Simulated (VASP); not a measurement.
The system is Sn.

```
Sn
1.0
     0.00000    3.28446    3.28446
     3.28446    0.00000    3.28446
     3.28446    3.28446    0.00000
Sn
2
Direct
  0.00000 0.00000 0.00000
  0.25000 0.25000 0.25000
```

Base run:

```yaml
Program: VASP 6.6.1
Functional: r2SCAN
Potentials_or_basis: VASP PAW PBE potentials, release 64 (Sn_d)
Cutoff: 520 eV
k_mesh: 6 × 6 × 6
Occupations: fermi-dirac, width 0.02 eV
Spin: no spin polarisation
```

Its results: band gap on the k mesh zero (filled and empty bands touch); pressure 0.0 GPa.

Question: The run is repeated on the same cell with these changes: functional from r2SCAN to PBE. What comes out?

Answer: Band gap on the k mesh zero (band 14 reaches 5.36 eV, above the bottom of band 15 at 5.19 eV); pressure 1.5 GPa.

Caveats: spin-orbit coupling is left out, which moves the levels of the heavy elements; the PAW data sets were made with another functional, which shifts forces and pressure a little (some runs).
